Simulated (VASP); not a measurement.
# HfSeS4 (P4/mmm) in VASP: notebook

The runs below take HfSeS4 through single point, with PBE.

Everything below comes from runs of VASP 6.6.1. Logs are shortened: lines on timing, memory, paths and dates and some standing lists are left out, and cuts for length are marked.

## 1. The cell of the first run

The structure is tetragonal, space group P4/mmm (No. 123). The conventional cell has a = 4.187 Å, b = 4.187 Å, c = 7.359 Å, α = 90.00°, β = 90.00°, γ = 90.00°. Hf (site symmetry 4/mmm) has 6 S at 2.01 to 2.09 Å within 2.7 Å. Within 4.5 Å of Se (site symmetry 4/mmm) lie 16 S at 3.40 to 4.23 Å and 4 Se at 4.19 Å. S (site symmetry mmm) has 2 Hf at 2.09 Å within 2.8 Å. Within 2.7 Å of S (site symmetry 4mm) lie 1 Hf at 2.01 Å.

## 2. Single point, PBE

The input, INCAR:

```
SYSTEM = HfSeS4
PREC = Accurate ; ENCUT = 520
EDIFF = 1E-6 ; ISMEAR = 0
SIGMA = 0.1 ; LREAL = .False.
LASPH = .True. ; NELM = 60
ALGO = Normal ; ISIF = 2
LWAVE = .False. ; LCHARG = .False.
GGA = PE ; NBANDS = 29
```

The input, KPOINTS:

```
regular mesh
0
Gamma
  4 4 4
  0 0 0
```

The input, POSCAR:

```
HfSeS4
1.0
    4.1868039100      0.0000000000      0.0000000000
    0.0000000000      4.1868039100      0.0000000000
    0.0000000000      0.0000000000      7.3585731000
Hf Se S
1 1 4
Direct
    0.0000000000      0.0000000000      0.0000000000
    0.5000000000      0.5000000000      0.5000000000
    0.5000000000      0.0000000000      0.0000000000
    0.0000000000      0.5000000000      0.0000000000
    0.0000000000      0.0000000000      0.2737000000
    0.0000000000      0.0000000000      0.7263000000
```

Potentials or basis: VASP PAW PBE potentials, release 64 (Hf_pv, Se, S).

Launch:

```sh
cat potpaw_PBE.64/Hf_pv/POTCAR potpaw_PBE.64/Se/POTCAR potpaw_PBE.64/S/POTCAR > POTCAR
mpirun -np 1 vasp_std > vasp.out
```

OUTCAR:

```text
SYSTEM = HfSeS4
   PREC = Accurate
   ENCUT = 520
   EDIFF = 1E-6
   ISMEAR = 0
   LREAL = .False.
   LASPH = .True.
   NELM = 60
   ISIF = 2
   GGA = PE

 ion  position               nearest neighbor table
   1  0.000  0.000  0.000-   5 2.01   6 2.01   3 2.09   4 2.09   4 2.09   3 2.09
   2  0.500  0.500  0.500-
   3  0.500  0.000  0.000-   1 2.09   1 2.09
   4  0.000  0.500  0.000-   1 2.09   1 2.09
   5  0.000  0.000  0.274-   1 2.01
   6  0.000  0.000  0.726-   1 2.01

  LATTYP: Found a simple tetragonal cell.
 ALAT       =     4.1868039100
 C/A-ratio  =     1.7575633486

  Lattice vectors:

 A1 = (   4.1868039100,   0.0000000000,   0.0000000000)
 A2 = (   0.0000000000,   4.1868039100,   0.0000000000)
 A3 = (   0.0000000000,   0.0000000000,   7.3585731000)

Analysis of symmetry for initial positions (statically):
=====================================================================
 Subroutine PRICEL returns:
 Original cell was already a primitive cell.

 Routine SETGRP: Setting up the symmetry group for a
 simple tetragonal supercell.

 Subroutine GETGRP returns: Found 16 space group operations
 (whereof 16 operations were pure point group operations)
 out of a pool of 16 trial point group operations.

The static configuration has the point symmetry D_4h.

Analysis of symmetry for dynamics (positions and initial velocities):
=====================================================================
 Subroutine PRICEL returns:
 Original cell was already a primitive cell.

 Routine SETGRP: Setting up the symmetry group for a
 simple tetragonal supercell.

 Subroutine GETGRP returns: Found 16 space group operations
 (whereof 16 operations were pure point group operations)
 out of a pool of 16 trial point group operations.

The dynamic configuration has the point symmetry D_4h.

 Subroutine INISYM returns: Found 16 space group operations
 (whereof 16 operations are pure point group operations),
 and found     1 'primitive' translations

----------------------------------------------------------------------------------------

                                     Primitive cell

  volume of cell :     128.9908

  direct lattice vectors                    reciprocal lattice vectors
     4.186803910  0.000000000  0.000000000     0.238845674  0.000000000  0.000000000
     0.000000000  4.186803910  0.000000000     0.000000000  0.238845674  0.000000000
     0.000000000  0.000000000  7.358573100     0.000000000  0.000000000  0.135895912

  length of vectors
     4.186803910  4.186803910  7.358573100     0.238845674  0.238845674  0.135895912

  position of ions in fractional coordinates (direct lattice)
     0.000000000  0.000000000  0.000000000
     0.500000000  0.500000000  0.500000000
     0.500000000  0.000000000  0.000000000
     0.000000000  0.500000000  0.000000000
     0.000000000  0.000000000  0.273700000
     0.000000000  0.000000000  0.726300000

  ion indices of the primitive-cell ions
   primitive index   ion index
                 1           1
                 2           2
                 3           3
                 4           4
                 5           5
                 6           6

----------------------------------------------------------------------------------------

 KPOINTS: regular mesh

Automatic generation of k-mesh.
 Grid dimensions read from file:
 generate k-points for:    4    4    4

 Generating k-lattice:

  Cartesian coordinates                     Fractional coordinates (reciprocal lattice)
     0.059711418  0.000000000  0.000000000     0.250000000  0.000000000  0.000000000
     0.000000000  0.059711418  0.000000000     0.000000000  0.250000000  0.000000000
     0.000000000  0.000000000  0.033973978     0.000000000  0.000000000  0.250000000

  Length of vectors
     0.059711418  0.059711418  0.033973978

  Shift w.r.t. Gamma in fractional coordinates (k-lattice)
     0.000000000  0.000000000  0.000000000

 Subroutine IBZKPT returns following result:
 ===========================================

 Found     18 irreducible k-points:

 Following reciprocal coordinates:
            Coordinates               Weight
  0.000000  0.000000  0.000000      1.000000
  0.250000  0.000000  0.000000      4.000000
  0.500000  0.000000  0.000000      2.000000
  0.250000  0.250000  0.000000      4.000000
  0.500000  0.250000  0.000000      4.000000
  0.500000  0.500000  0.000000      1.000000
[... 10 lines left out ...]
  0.500000  0.250000  0.500000      4.000000
  0.500000  0.500000  0.500000      1.000000
   k-points           NKPTS =     18   k-points in BZ     NKDIM =     18   number of bands    NBANDS=     29
   number of dos      NEDOS =    301   number of ions     NIONS =      6
   total plane-waves  NPLWV =  57344
   dimension x,y,z NGX =    32 NGY =   32 NGZ =   56
   dimension x,y,z NGXF=    64 NGYF=   64 NGZF=  112
   ions per type =               1   1   4
   NGX,Y,Z   is equivalent  to a cutoff of  12.71, 12.71, 12.65 a.u.
   NGXF,Y,Z  is equivalent  to a cutoff of  25.41, 25.41, 25.30 a.u.
 SYSTEM =  HfSeS4
   PREC   = accura    normal or accurate (medium, high low for compatibility)
   ISTART =      0    job   : 0-new  1-cont  2-samecut
   ICHARG =      2    charge: 1-file 2-atom 10-const
   ISPIN  =      1    spin polarized calculation?
   LNONCOLLINEAR =      F non collinear calculations
   LSORBIT =      F    spin-orbit coupling
   LASPH  =      T    aspherical Exc in radial PAW
   ENCUT  =  520.0 eV  38.22 Ry    6.18 a.u.   7.78  7.78 13.68*2*pi/ulx,y,z
   NELM   =     60;   NELMIN=  2; NELMDL= -5     # of ELM steps
   EDIFF  = 0.1E-05   stopping-criterion for ELM
   LREAL  =      F    real-space projection
   EDIFFG = 0.1E-04   stopping-criterion for IOM
   NSW    =      0    number of steps for IOM
   IBRION =     -1    ionic relax: 0-MD 1-quasi-New 2-CG
   NFREE  =      0    steps in history (QN), initial steepest desc. (CG)
   ISIF   =      2    stress and relaxation
   ISYM   =      2    0-nonsym 1-usesym 2-fastsym
   POTIM  = 0.5000    time-step for ionic-motion
   TEBEG  =    0.0;   TEEND  =   0.0 temperature during run
   PSTRESS=    0.0 pullay stress
   NELECT =      40.0000    total number of electrons
   NUPDOWN=      -1.0000    fix difference up-down
   EMIN   =  10.00;   EMAX   =-10.00  energy-range for DOS
   EFERMI =   0.00;   METHOD = LEGACY
   ISMEAR =     0;   SIGMA  =   0.10  broadening in eV -4-tet -1-fermi 0-gaus
   EFERMI_NEDOS =   21; number of points for ismear=-14 and -15
   IALGO  =     38    algorithm
   IMIX   =      4    mixing-type and parameters
     AMIX     =   0.40;   BMIX     =  1.00
     AMIX_MAG =   1.60;   BMIX_MAG =  1.00
  volume/ion in A,a.u.               =      21.50       145.08
  Fermi-wavevector in a.u.,A,eV,Ry     =   1.108090  2.093987 16.706110  1.227864
  Thomas-Fermi vector in A             =   2.244613
   LORBIT       =      0    0 simple, 1 ext, 2 COOP (PROOUT), +10 PAW based schemes
   GGA     = PE    functional components
   LHFCALC =     F    Hartree Fock is set to
   AEXX    =    0.0000 exact exchange contribution
   IVDW    =     0    specifies the selected vdW correction
   LEPSILON=     F    determine dielectric tensor
   LRPA    =     F    only Hartree local field effects (RPA)
 non-spin polarized calculation
 Gauss-broadening in eV      SIGMA  =   0.10
  energy-cutoff  :      520.00
  volume of cell :      128.99
 maximum number of plane-waves:      3492
 NGX is ok and might be reduce to    32
   NGX = 15   NGY = 15   NGZ = 27

 number of electron      40.0000006 magnetization

 Free energy of the ion-electron system (eV)
  ---------------------------------------------------
  ext. energy  EPLUGINS =         0.00000000
  ---------------------------------------------------
  free energy    TOTEN  =       -19.52150753 eV

  energy without entropy =      -19.47882672  energy(sigma->0) =      -19.50016713

 E-fermi :   3.4332     XC(G=0):  -9.5132

 val. band max:        3.4143646717   @ k =   0.5000   0.2500   0.2500
 cond. band min:       3.4729972064   @ k =   0.2500   0.0000   0.0000
 fundamental gap:      0.0586325347
 Fermi energy:         3.4332106758

 k-point     1 :       0.0000    0.0000    0.0000
  band No.  band energies     occupation
      1     -26.6228      2.00000
      2     -26.1458      2.00000
      3     -26.1458      2.00000
      4     -11.4248      2.00000
      5      -9.5815      2.00000
      6      -9.5377      2.00000
[... 21 lines left out ...]
     28       8.8205      0.00000
     29       9.8387      0.00000

 k-point     2 :       0.2500    0.0000    0.0000
  band No.  band energies     occupation
      1     -26.6202      2.00000
      2     -26.2225      2.00000
      3     -26.1435      2.00000
      4     -11.0195      2.00000
      5      -9.4803      2.00000
      6      -9.0646      2.00000
[... 21 lines left out ...]
     28      10.0979      0.00000
     29      10.5137      0.00000

 k-point     3 :       0.5000    0.0000    0.0000
  band No.  band energies     occupation
      1     -26.6177      2.00000
      2     -26.2973      2.00000
      3     -26.1412      2.00000
      4     -10.6910      2.00000
      5      -9.3694      2.00000
      6      -8.2920      2.00000
[... 21 lines left out ...]
     28      10.7602      0.00000
     29      10.7997      0.00000

 k-point     4 :       0.2500    0.2500    0.0000
  band No.  band energies     occupation
      1     -26.6177      2.00000
      2     -26.2205      2.00000
      3     -26.2195      2.00000
      4     -10.5180      2.00000
      5      -9.1625      2.00000
      6      -8.9058      2.00000
[... 405 lines left out ...]
     28      11.6739      0.00000
     29      11.9249      0.00000

 k-point    17 :       0.5000    0.2500    0.5000
  band No.  band energies     occupation
      1     -26.6153      2.00000
      2     -26.2945      2.00000
      3     -26.2174      2.00000
      4     -10.0266      2.00000
      5      -8.9435      2.00000
      6      -8.2120      2.00000
[... 21 lines left out ...]
     28      11.5549      0.00000
     29      12.7814      0.00000

 k-point    18 :       0.5000    0.5000    0.5000
  band No.  band energies     occupation
      1     -26.6127      2.00000
      2     -26.2917      2.00000
      3     -26.2917      2.00000
      4      -9.6303      2.00000
      5      -8.1245      2.00000
      6      -8.0527      2.00000
[... 21 lines left out ...]
     28      12.4414      0.00000
     29      12.5983      0.00000

------------------------ aborting loop because EDIFF is reached ----------------------------------------

  FORCE on cell =-STRESS in cart. coord.  units (eV):
  Direction    XX          YY          ZZ          XY          YZ          ZX
  --------------------------------------------------------------------------------------
  -------------------------------------------------------------------------------------
  Total       33.1158130     33.1158130     41.4873027      0.0000000      0.0000000      0.0000000
  in kB      411.3269392    411.3269392    515.3080561      0.0000000      0.0000000      0.0000000
  external PRESSURE =     445.9873115 kB  Pullay stress =       0.0000000 kB

 VOLUME and BASIS-vectors are now :
 -----------------------------------------------------------------------------
  energy-cutoff  :      520.00
  volume of cell :      128.99
      direct lattice vectors                 reciprocal lattice vectors
     4.186803910  0.000000000  0.000000000     0.238845674  0.000000000  0.000000000
     0.000000000  4.186803910  0.000000000     0.000000000  0.238845674  0.000000000
     0.000000000  0.000000000  7.358573100     0.000000000  0.000000000  0.135895912

 POSITION                                       TOTAL-FORCE (eV/Angst)
 -----------------------------------------------------------------------------------
      0.00000      0.00000      0.00000        -0.000000      0.000000      0.000000
      2.09340      2.09340      3.67929        -0.000000      0.000000      0.000000
      2.09340      0.00000      0.00000        -0.000000      0.000000      0.000000
      0.00000      2.09340      0.00000        -0.000000      0.000000      0.000000
      0.00000      0.00000      2.01404         0.000000     -0.000000     11.224598
      0.00000      0.00000      5.34453         0.000000     -0.000000    -11.224598
 -----------------------------------------------------------------------------------
    total drift:                                0.000000      0.000000     -0.000000

  FREE ENERGIE OF THE ION-ELECTRON SYSTEM (eV)
  ---------------------------------------------------
  free  energy   TOTEN  =       -19.5215075343 eV

  energy  without entropy=      -19.4788267245  energy(sigma->0) =      -19.50016713
```

Run time: 64 s. Hardware: 1 thread of Intel Xeon 6975P-C, shared host; peak memory 0.26 GiB.

Results:

```
Free energy            : -19.5215 eV
Pressure               : 44.6 GPa
Largest force          : 11.225 eV/Å
Band gap on the k mesh : zero (band 20 reaches 3.69 eV, above the bottom of band 21 at 3.21 eV)
```

Forces in eV/Å, atoms in the order of the input:
```
Hf    0.000   0.000   0.000
Se    0.000   0.000   0.000
S     0.000   0.000   0.000
S     0.000   0.000   0.000
S     0.000   0.000  11.225
S     0.000   0.000 -11.225
```

Stress tensor (GPa, compression positive):
```
41.13  0.00  0.00
 0.00 41.13  0.00
 0.00  0.00 51.53
```

Caveat: the k points lie up to 0.38 Å⁻¹ apart; spin-orbit coupling is left out, which moves the levels of the heavy elements; forces of over 1 eV/Å act on the atoms, so gaps and moduli don't describe the material at rest.

## 3. Single point, PBE

This run uses another cell than the first one, of 27.85 Å³/atom, 1.295 times its volume.

The input, INCAR:

```
ALGO = Normal
EDIFF = 1E-6
ENCUT = 520
GGA = PE
ISIF = 2
ISMEAR = 0
LASPH = T
LCHARG = F
LREAL = F
LWAVE = F
NBANDS = 29
NELM = 100
PREC = Accurate
SIGMA = 0.1
```

The input, KPOINTS:

```
k-points
0
Gamma
  4 4 4
```

The input, POSCAR:

```
HfSeS4
1.0
    4.8125372583      0.0000000000      0.0000000000
    0.0000000000      4.8125372583      0.0000000000
    0.0000000000      0.0000000000      7.2148901087
Hf Se S
1 1 4
Direct
    0.0000000000      0.0000000000      0.0000000000
    0.5000000000      0.5000000000      0.5000000000
    0.5000000000      0.0000000000      0.0000000000
    0.0000000000      0.5000000000      0.0000000000
    0.0000000000      0.0000000000      0.3659671245
    0.0000000000      0.0000000000      0.6340328755
```

Potentials or basis: VASP PAW PBE potentials, release 64 (Hf_pv, Se, S).

Launch:

```sh
cat potpaw_PBE.64/Hf_pv/POTCAR potpaw_PBE.64/Se/POTCAR potpaw_PBE.64/S/POTCAR > POTCAR
mpirun -np 1 vasp_std > vasp.out
```

Run time: 99 s. Hardware: 1 thread of Intel Xeon 6975P-C, shared host; peak memory 0.3 GiB.

It converged, with:

| Item | Value |
| --- | --- |
| Free energy | -28.5304 eV |
| Pressure | -0.1 GPa |
| Largest force | 0.151 eV/Å |
| Band gap on the k mesh | zero (band 20 reaches 1.81 eV, above the bottom of band 21 at 1.08 eV) |

Forces on the atoms (eV/Å):
```
Hf   0.000  0.000  0.000
Se   0.000  0.000  0.000
S    0.000  0.000  0.000
S    0.000  0.000  0.000
S    0.000  0.000  0.151
S    0.000  0.000 -0.151
```

Stress tensor (GPa, compression positive):
```
 0.09  0.00  0.00
 0.00  0.09  0.00
 0.00  0.00 -0.40
```

Levels at points of the mesh, in eV from the Fermi level:
| k point | band 17 | band 18 | band 19 | band 20 | band 21 | band 22 | band 23 | band 24 |
| --- | --- | --- | --- | --- | --- | --- | --- | --- |
| (0.00, 0.00, 0.00) | -0.76 | -0.21 | -0.20 | -0.20 | 0.31 | 0.31 | 1.12 | 2.51 |
| (0.50, 0.00, 0.00) | -1.29 | -1.08 | -0.81 | -0.45 | -0.36 | 0.67 | 2.55 | 3.18 |
| (0.50, 0.50, 0.00) | -0.52 | 0.33 | 0.33 | 0.34 | 0.34 | 0.73 | 2.81 | 4.28 |
| (0.00, 0.00, 0.50) | -0.32 | -0.32 | 0.02 | 0.02 | 0.19 | 0.19 | 0.31 | 1.12 |
| (0.50, 0.00, 0.50) | -1.33 | -0.90 | -0.50 | -0.40 | -0.05 | 0.30 | 0.49 | 1.41 |
| (0.50, 0.50, 0.50) | -0.68 | -0.68 | -0.36 | 0.31 | 0.31 | 0.33 | 0.74 | 4.11 |

Caveat: spin-orbit coupling is left out, which moves the levels of the heavy elements.

## 4. Single point, PBE

This run uses another cell than the first one, of 27.82 Å³/atom, 1.294 times its volume.

The input, INCAR:

```
SYSTEM = HfSeS4
PREC     = Accurate       ! precision mode
ENCUT    = 520            ! plane-wave cutoff, eV
EDIFF    = 1E-6           ! SCF threshold, eV
ISMEAR   = 0              ! smearing method
SIGMA    = 0.1            ! smearing width, eV
LREAL    = .FALSE.        ! projectors in reciprocal space
LASPH    = .TRUE.         ! aspherical terms in the spheres
NELM     = 60             ! most SCF steps
ALGO     = Normal         ! electronic algorithm
ISIF     = 2              ! what is computed and relaxed
LWAVE    = .FALSE.        ! write WAVECAR
LCHARG   = .FALSE.        ! write CHGCAR
GGA      = PE             ! functional
NBANDS   = 29             ! bands
```

The input, KPOINTS:

```
Automatic mesh
0
G
  8 8 6
  0 0 0
```

The input, POSCAR:

```
HfSeS4
1.0
    4.8197574891      0.0000000000      0.0000000000
    0.0000000000      4.8197574891      0.0000000000
    0.0000000000      0.0000000000      7.1844421889
Hf Se S
1 1 4
Direct
    0.0000000000      0.0000000000      0.0000000000
    0.5000000000      0.5000000000      0.5000000000
    0.5000000000      0.0000000000      0.0000000000
    0.0000000000      0.5000000000      0.0000000000
    0.0000000000      0.0000000000      0.3647394708
    0.0000000000      0.0000000000      0.6352605292
```

Launch:

```sh
cat potpaw_PBE.64/Hf_pv/POTCAR potpaw_PBE.64/Se/POTCAR potpaw_PBE.64/S/POTCAR > POTCAR
mpirun -np 1 vasp_std > vasp.out
```

Run time: 5.1 min. Hardware: 1 thread of Intel Xeon 6975P-C, shared host; peak memory 0.43 GiB.

It converged, with:

| Item | Value |
| --- | --- |
| Free energy | -28.6042 eV |
| Pressure | -0.3 GPa |
| Largest force | 0.168 eV/Å |
| Band gap on the k mesh | zero (band 20 reaches 1.83 eV, above the bottom of band 21 at 1.03 eV) |

Forces in eV/Å, atoms in the order of the input:
```
Hf   0.000  0.000  0.000
Se   0.000  0.000  0.000
S    0.000  0.000  0.000
S    0.000  0.000  0.000
S    0.000  0.000  0.168
S    0.000  0.000 -0.168
```

Stress tensor (GPa, compression positive):
```
-0.24  0.00  0.00
 0.00 -0.24  0.00
 0.00  0.00 -0.53
```

Levels at points of the mesh, in eV from the Fermi level:
```csv
k point,band 16,band 17,band 18,band 19,band 20,band 21,band 22,band 23,band 24,band 25
"(0.00, 0.00, 0.00)",-1.15,-0.73,-0.19,-0.19,-0.18,0.27,0.27,1.19,2.60,2.60
"(0.50, 0.00, 0.00)",-1.29,-1.27,-1.09,-0.85,-0.41,-0.40,0.69,2.64,3.17,4.07
"(0.50, 0.50, 0.00)",-2.85,-0.50,0.28,0.28,0.38,0.38,0.74,2.81,4.36,4.36
"(0.00, 0.00, 0.50)",-0.54,-0.31,-0.31,0.04,0.04,0.14,0.14,0.32,1.19,1.46
"(0.50, 0.00, 0.50)",-1.73,-1.33,-0.87,-0.50,-0.45,-0.03,0.31,0.49,1.47,4.03
"(0.50, 0.50, 0.50)",-1.79,-0.68,-0.68,-0.33,0.27,0.27,0.33,0.74,4.14,4.14
```

Caveat: spin-orbit coupling is left out, which moves the levels of the heavy elements.

## 5. The runs side by side

```tsv
cell	k mesh	gap on the mesh (eV)	pressure (GPa)	largest force (eV/Å)
a = 4.187, b = 4.187, c = 7.359 Å, 6 atoms	4 × 4 × 4	none	44.6	11.22
a = 4.813, b = 4.813, c = 7.215 Å, 6 atoms	4 × 4 × 4	none	-0.1	0.15
a = 4.820, b = 4.820, c = 7.184 Å, 6 atoms	8 × 8 × 6	none	-0.3	0.17
```

Alike in all rows: task single point; level PBE; potentials or basis VASP PAW PBE potentials, release 64 (Hf_pv, Se, S); no spin polarisation; cutoff (eV) 520; smearing gaussian 0.1 eV.

Caveats: some runs use coarse meshes; spin-orbit coupling is left out, which moves the levels of the heavy elements; forces of over 1 eV/Å act on the atoms, so gaps and moduli don't describe the material at rest (some runs).

Total energies depend on the potentials used, so only differences within one code and one set of settings carry meaning.
